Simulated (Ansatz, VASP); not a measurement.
**Co in VASP and in Ansatz**

```xyz
1
Lattice="0.0000 1.7691 1.7691 1.7691 0.0000 1.7691 1.7691 1.7691 0.0000" Properties=species:S:1:pos:R:3 pbc="T T T"
Co    0.0000    0.0000    0.0000
```

Alike in both runs: task relaxation of cell and atoms; functional PBE; k mesh 15 × 15 × 15; occupations fermi-dirac, width 0.05 eV; collinear spin.

|  | VASP | Ansatz |
| --- | --- | --- |
| version | VASP 6.6.1 | Ansatz 0.2.0 |
| potentials or method | VASP PAW PBE potentials, release 64 (Co), cutoff 600 eV | plane waves (420 eV) with PAW, scalar-relativistic |
| valence electrons in the cell | 9 | 17 |

```csv
,VASP,Ansatz,Ansatz less VASP
net moment per atom (μB),1.65,1.66,+0.013
size of the moment on the site where the two differ most (μB),1.67,1.73,+0.064
relaxed volume (Å³/atom),10.88,10.92,+0.042
relaxed length of the cell vector where the two differ most in proportion (Å),2.487,2.491,+0.0032
```

Site moments also hang on the region over which each program counts them. VASP's potentials hold 9 valence electrons a cell and Ansatz's 17, so a difference there can come from the potentials and not from the codes.
